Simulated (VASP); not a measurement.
# TiCuC2O6 (R-3) in VASP: a series of runs

Runs on TiCuC2O6. Level: r2SCAN. Tasks: single point.

Program: VASP 6.6.1. These are calculated values, not measurements. Logs are shortened: lines on timing, memory, paths and dates and some standing lists are left out, and cuts for length are marked.

### Step 1. The cell of the first run

The structure is trigonal, space group R-3 (No. 148). The conventional cell has a = 4.515 Å, b = 4.515 Å, c = 14.942 Å, α = 90.00°, β = 90.00°, γ = 120.00°. Ti (site symmetry -3) has 6 O at 2.22 Å and 6 C at 2.96 Å within 3.0 Å. Within 2.7 Å of Cu (site symmetry -3) lie 6 O at 2.04 Å. Within 1.5 Å of C (site symmetry 3) lie 3 O at 1.13 Å. O (site symmetry 1) has 1 C at 1.13 Å within 1.5 Å.

### Step 2. Single point, r2SCAN

File POSCAR:

```
TiCuC2O6
1.0
    2.2573675500      3.9098738700      0.0000000000
   -2.2573675500      3.9098738700      0.0000000000
    0.0000000000     -2.6065796100      4.9808024900
Ti Cu C O
1 1 2 6
Direct
    0.5000000000      0.5000000000      0.5000000000
    0.0000000000      0.0000000000      0.0000000000
    0.2600000000      0.2600000000      0.7800000000
    0.7400000000      0.7400000000      0.2200000000
    0.5100000000      0.0100000000      0.7800000000
    0.2600000000      0.5100000000      0.7800000000
    0.0100000000      0.2600000000      0.7800000000
    0.4900000000      0.9900000000      0.2200000000
    0.7400000000      0.4900000000      0.2200000000
    0.9900000000      0.7400000000      0.2200000000
```

File INCAR.step1:

```
  PREC = Accurate
  ENCUT = 520
  ISMEAR = -1
  SIGMA = 0.1
  LREAL = F
  LASPH = T
  NELM = 100
  NBANDS = 44
  GGA = PE
  ALGO = Normal
  EDIFF = 1E-4
  LWAVE = T
  LCHARG = F
```

File INCAR.step2:

```
  PREC = Accurate
  ENCUT = 520
  EDIFF = 1E-7
  ISMEAR = -1
  SIGMA = 0.1
  LREAL = F
  LASPH = T
  NELM = 100
  ALGO = Normal
  ISIF = 2
  LWAVE = F
  LCHARG = F
  METAGGA = R2SCAN
  LMIXTAU = T
  NBANDS = 44
  ISTART = 1
```

File KPOINTS:

```
Automatic mesh
0
Gamma
  5 5 5
```

Potentials or basis: VASP PAW PBE potentials, release 64 (Ti_sv, Cu, C, O).

Launch:

```sh
$ cat potpaw_PBE.64/Ti_sv/POTCAR potpaw_PBE.64/Cu/POTCAR potpaw_PBE.64/C/POTCAR potpaw_PBE.64/O/POTCAR > POTCAR
$ cp INCAR.step1 INCAR
$ mpirun -np 1 vasp_std > vasp.out
$ cp INCAR.step2 INCAR
$ mpirun -np 1 vasp_std > vasp.out
```

OUTCAR:

```text
PREC = Accurate
   ENCUT = 520
   EDIFF = 1E-7
   ISMEAR = -1
   LREAL = F
   LASPH = T
   NELM = 100
   ISIF = 2
   METAGGA = R2SCAN
   ISTART = 1

 ion  position               nearest neighbor table
   1  0.500  0.500  0.500-   6 2.22   9 2.22   7 2.22  10 2.22   8 2.22   5 2.22
   2  0.000  0.000  0.000-   7 2.04  10 2.04   9 2.04   6 2.04   5 2.04   8 2.04
   3  0.260  0.260  0.780-   6 1.13   7 1.13   5 1.13
   4  0.740  0.740  0.220-   9 1.13  10 1.13   8 1.13
   5  0.510  0.010  0.780-   3 1.13   6 1.95   7 1.95   2 2.04   1 2.22
   6  0.260  0.510  0.780-   3 1.13   7 1.95   5 1.95   2 2.04   1 2.22
   7  0.010  0.260  0.780-   3 1.13   6 1.95   5 1.95   2 2.04   1 2.22
   8  0.490  0.990  0.220-   4 1.13  10 1.95   9 1.95   2 2.04   1 2.22
   9  0.740  0.490  0.220-   4 1.13  10 1.95   8 1.95   2 2.04   1 2.22
  10  0.990  0.740  0.220-   4 1.13   9 1.95   8 1.95   2 2.04   1 2.22

  LATTYP: Found a trigonal (rhomboedric) cell.
 ALAT       =     5.6216258883
 COS(alpha) =     0.6775141451

  Lattice vectors:

 A1 = (   2.2573675500,   1.3032942600,   4.9808024900)
 A2 = (  -2.2573675500,   1.3032942600,   4.9808024900)
 A3 = (   0.0000000000,  -2.6065796100,   4.9808024900)

Analysis of symmetry for initial positions (statically):
=====================================================================
 Subroutine PRICEL returns:
 Original cell was already a primitive cell.

 Routine SETGRP: Setting up the symmetry group for a
 trigonal (rhombohedral) supercell.

 Subroutine GETGRP returns: Found  6 space group operations
 (whereof  6 operations were pure point group operations)
 out of a pool of 12 trial point group operations.

The static configuration has the point symmetry S_6 .

Analysis of symmetry for dynamics (positions and initial velocities):
=====================================================================
 Subroutine PRICEL returns:
 Original cell was already a primitive cell.

 Routine SETGRP: Setting up the symmetry group for a
 trigonal (rhombohedral) supercell.

 Subroutine GETGRP returns: Found  6 space group operations
 (whereof  6 operations were pure point group operations)
 out of a pool of 12 trial point group operations.

The dynamic configuration has the point symmetry S_6 .

 Subroutine INISYM returns: Found  6 space group operations
 (whereof  6 operations are pure point group operations),
 and found     1 'primitive' translations

----------------------------------------------------------------------------------------

                                     Primitive cell

  volume of cell :      87.9213

  direct lattice vectors                    reciprocal lattice vectors
     2.257367550  3.909873870  0.000000000     0.221496938  0.127881363  0.066923544
    -2.257367550  3.909873870  0.000000000    -0.221496938  0.127881363  0.066923544
     0.000000000 -2.606579610  4.980802490     0.000000000  0.000000000  0.200770860

  length of vectors
     4.514733872  4.514733872  5.621623494     0.264373405  0.264373405  0.200770860

  position of ions in fractional coordinates (direct lattice)
     0.500000000  0.500000000  0.500000000
     0.000000000  0.000000000  0.000000000
     0.260000000  0.260000000  0.780000000
     0.740000000  0.740000000  0.220000000
     0.510000000  0.010000000  0.780000000
     0.260000000  0.510000000  0.780000000
     0.010000000  0.260000000  0.780000000
     0.490000000  0.990000000  0.220000000
     0.740000000  0.490000000  0.220000000
     0.990000000  0.740000000  0.220000000

  ion indices of the primitive-cell ions
   primitive index   ion index
                 1           1
                 2           2
                 3           3
                 4           4
                 5           5
                 6           6
                 7           7
                 8           8
                 9           9
                10          10

----------------------------------------------------------------------------------------

 KPOINTS: Automatic mesh

Automatic generation of k-mesh.
 Grid dimensions read from file:
 generate k-points for:    5    5    5

 Generating k-lattice:

  Cartesian coordinates                     Fractional coordinates (reciprocal lattice)
     0.044299388  0.025576273  0.013384709     0.200000000  0.000000000  0.000000000
    -0.044299388  0.025576273  0.013384709     0.000000000  0.200000000  0.000000000
     0.000000000  0.000000000  0.040154172     0.000000000  0.000000000  0.200000000

  Length of vectors
     0.052874681  0.052874681  0.040154172

  Shift w.r.t. Gamma in fractional coordinates (k-lattice)
     0.000000000  0.000000000  0.000000000

 Subroutine IBZKPT returns following result:
 ===========================================

 Found     23 irreducible k-points:

 Following reciprocal coordinates:
            Coordinates               Weight
  0.000000  0.000000  0.000000      1.000000
  0.200000 -0.000000  0.000000      6.000000
  0.400000  0.000000  0.000000      6.000000
  0.200000  0.200000  0.000000      6.000000
  0.400000  0.200000  0.000000      6.000000
 -0.200000  0.200000 -0.200000      6.000000
[... 15 lines left out ...]
  0.000000  0.000000  0.400000      2.000000
  0.200000 -0.000000  0.400000      6.000000
   k-points           NKPTS =     23   k-points in BZ     NKDIM =     23   number of bands    NBANDS=     44
   number of dos      NEDOS =    301   number of ions     NIONS =     10
   total plane-waves  NPLWV =  54432
   dimension x,y,z NGX =    36 NGY =   36 NGZ =   42
   dimension x,y,z NGXF=    72 NGYF=   72 NGZF=   84
   ions per type =               1   1   2   6
   NGX,Y,Z   is equivalent  to a cutoff of  13.26, 13.26, 12.42 a.u.
   NGXF,Y,Z  is equivalent  to a cutoff of  26.51, 26.51, 24.84 a.u.
 SYSTEM =  unknown system
   PREC   = accura    normal or accurate (medium, high low for compatibility)
   ISTART =      1    job   : 0-new  1-cont  2-samecut
   ICHARG =      0    charge: 1-file 2-atom 10-const
   ISPIN  =      1    spin polarized calculation?
   LNONCOLLINEAR =      F non collinear calculations
   LSORBIT =      F    spin-orbit coupling
   LASPH  =      T    aspherical Exc in radial PAW
   ENCUT  =  520.0 eV  38.22 Ry    6.18 a.u.   8.39  8.39 10.45*2*pi/ulx,y,z
   NELM   =    100;   NELMIN=  2; NELMDL=  0     # of ELM steps
   EDIFF  = 0.1E-06   stopping-criterion for ELM
   LREAL  =      F    real-space projection
   EDIFFG = 0.1E-05   stopping-criterion for IOM
   NSW    =      0    number of steps for IOM
   IBRION =     -1    ionic relax: 0-MD 1-quasi-New 2-CG
   NFREE  =      0    steps in history (QN), initial steepest desc. (CG)
   ISIF   =      2    stress and relaxation
   ISYM   =      2    0-nonsym 1-usesym 2-fastsym
   POTIM  = 0.5000    time-step for ionic-motion
   TEBEG  =    0.0;   TEEND  =   0.0 temperature during run
   PSTRESS=    0.0 pullay stress
   NELECT =      67.0000    total number of electrons
   NUPDOWN=      -1.0000    fix difference up-down
   EMIN   =  10.00;   EMAX   =-10.00  energy-range for DOS
   EFERMI =   0.00;   METHOD = LEGACY
   ISMEAR =    -1;   SIGMA  =   0.10  broadening in eV -4-tet -1-fermi 0-gaus
   EFERMI_NEDOS =   21; number of points for ismear=-14 and -15
   IALGO  =     38    algorithm
   IMIX   =      4    mixing-type and parameters
     AMIX     =   0.40;   BMIX     =  1.00
     AMIX_MAG =   1.60;   BMIX_MAG =  1.00
  volume/ion in A,a.u.               =       8.79        59.33
  Fermi-wavevector in a.u.,A,eV,Ry     =   1.495323  2.825751 30.422499  2.235991
  Thomas-Fermi vector in A             =   2.607482
   LORBIT       =      0    0 simple, 1 ext, 2 COOP (PROOUT), +10 PAW based schemes
   METAGGA = R2SCAN    functional components
   LHFCALC =     F    Hartree Fock is set to
   AEXX    =    0.0000 exact exchange contribution
   IVDW    =     0    specifies the selected vdW correction
   LEPSILON=     F    determine dielectric tensor
   LRPA    =     F    only Hartree local field effects (RPA)
 non-spin polarized calculation
  energy-cutoff  :      520.00
  volume of cell :       87.92
 maximum number of plane-waves:      2389
 NGX is ok and might be reduce to    36
   NGX = 17   NGY = 17   NGZ = 21

 number of electron      66.9999983 magnetization

 Free energy of the ion-electron system (eV)
  ---------------------------------------------------
  ext. energy  EPLUGINS =         0.00000000
  ---------------------------------------------------
  free energy    TOTEN  =       -86.23963402 eV

  energy without entropy =      -85.97725601  energy(sigma->0) =      -86.10844501

 E-fermi :   7.1332     XC(G=0): -12.0764

 val. band max:        6.6619813172   @ k =   0.4000   0.0000   0.0000
 cond. band min:       7.1393595829   @ k =   0.4000   0.0000   0.0000
 fundamental gap:      0.4773782656
 Fermi energy:         7.1332404124

 k-point     1 :       0.0000    0.0000    0.0000
  band No.  band energies     occupation
      1     -53.8881      2.00000
      2     -29.1912      2.00000
      3     -29.0647      2.00000
      4     -29.0646      2.00000
      5     -22.6281      2.00000
      6     -22.1635      2.00000
[... 36 lines left out ...]
     43      17.3508      0.00000
     44      17.4195      0.00000

 k-point     2 :       0.2000   -0.0000    0.0000
  band No.  band energies     occupation
      1     -53.8880      2.00000
      2     -29.1895      2.00000
      3     -29.0689      2.00000
      4     -29.0654      2.00000
      5     -22.5604      2.00000
      6     -22.1953      2.00000
[... 36 lines left out ...]
     43      16.2136      0.00000
     44      16.5499      0.00000

 k-point     3 :       0.4000    0.0000    0.0000
  band No.  band energies     occupation
      1     -53.8879      2.00000
      2     -29.1867      2.00000
      3     -29.0757      2.00000
      4     -29.0667      2.00000
      5     -22.4296      2.00000
      6     -22.2631      2.00000
[... 929 lines left out ...]
     43      17.2615      0.00000
     44      17.2739      0.00000

 k-point    23 :       0.2000   -0.0000    0.4000
  band No.  band energies     occupation
      1     -53.8880      2.00000
      2     -29.1912      2.00000
      3     -29.0690      2.00000
      4     -29.0656      2.00000
      5     -22.4768      2.00000
      6     -22.2750      2.00000
[... 36 lines left out ...]
     43      15.6725      0.00000
     44      16.5547      0.00000

------------------------ aborting loop because EDIFF is reached ----------------------------------------

  FORCE on cell =-STRESS in cart. coord.  units (eV):
  Direction    XX          YY          ZZ          XY          YZ          ZX
  --------------------------------------------------------------------------------------
  -------------------------------------------------------------------------------------
  Total       65.1800194     65.1799722     -0.5998105      0.0000357     -0.0000004      0.0000000
  in kB     1187.7655552   1187.7646937    -10.9302546      0.0006499     -0.0000065      0.0000000
  external PRESSURE =     788.1999981 kB  Pullay stress =       0.0000000 kB

 VOLUME and BASIS-vectors are now :
 -----------------------------------------------------------------------------
  energy-cutoff  :      520.00
  volume of cell :       87.92
      direct lattice vectors                 reciprocal lattice vectors
     2.257367550  3.909873870  0.000000000     0.221496938  0.127881363  0.066923544
    -2.257367550  3.909873870  0.000000000    -0.221496938  0.127881363  0.066923544
     0.000000000 -2.606579610  4.980802490     0.000000000  0.000000000  0.200770860

 POSITION                                       TOTAL-FORCE (eV/Angst)
 -----------------------------------------------------------------------------------
      0.00000      2.60658      2.49040        -0.000000      0.000000      0.000000
      0.00000      0.00000      0.00000        -0.000000      0.000000      0.000000
      0.00000      0.00000      3.88503        -0.000000     -0.000000     -0.257226
      0.00000      5.21317      1.09578        -0.000000      0.000000      0.257226
      1.12868      0.00000      3.88503        18.758981     -0.889443     -1.817844
     -0.56434      0.97747      3.88503        -8.609211     16.690468     -1.817844
     -0.56434     -0.97747      3.88503       -10.149770    -15.801028     -1.817844
     -1.12868      5.21317      1.09578       -18.758981      0.889443      1.817844
      0.56434      4.23570      1.09578         8.609211    -16.690468      1.817844
      0.56434      6.19063      1.09578        10.149770     15.801028      1.817844
 -----------------------------------------------------------------------------------
    total drift:                                0.000000      0.000000     -0.000000

  FREE ENERGIE OF THE ION-ELECTRON SYSTEM (eV)
  ---------------------------------------------------
  free  energy   TOTEN  =       -86.2396340180 eV

  energy  without entropy=      -85.9772560107  energy(sigma->0) =      -86.10844501
```

Wall time 10 min (1 thread of AMD EPYC 9R14 (Zen 4), shared host); peak memory 0.25 GiB.

Results:

```yaml
Free_energy: -86.2396 eV
Pressure: 78.8 GPa
Largest_force: 18.868 eV/Å
Band_gap_on_the_k_mesh: zero (an odd number of electrons rules out a gap without spin polarisation)
```

Forces on the atoms (eV/Å):
```
Ti    0.000   0.000   0.000
Cu    0.000   0.000   0.000
C     0.000   0.000  -0.257
C     0.000   0.000   0.257
O    18.759  -0.889  -1.818
O    -8.609  16.690  -1.818
O   -10.150 -15.801  -1.818
O   -18.759   0.889   1.818
O     8.609 -16.690   1.818
O    10.150  15.801   1.818
```

Stress tensor (GPa, compression positive):
```
118.78   0.00   0.00
  0.00 118.78   0.00
  0.00   0.00  -1.09
```

Caveat: the stress differs along the axes, from -1 to 119 GPa; the PAW data sets were made with another functional, which shifts forces and pressure a little; an odd number of electrons without spin polarisation forces a metal; a magnetic or distorted state may lie lower; semilocal functionals often make such compounds metallic where correlation or magnetic order opens a gap, which also shifts bond lengths. With open d or f shells a metallic result of r2SCAN can be an artefact of self-interaction; +U or a hybrid may open a gap.

[end of part 1 of 2]

The gap in the log of VASP goes by the Fermi energy; the results here count the filled bands.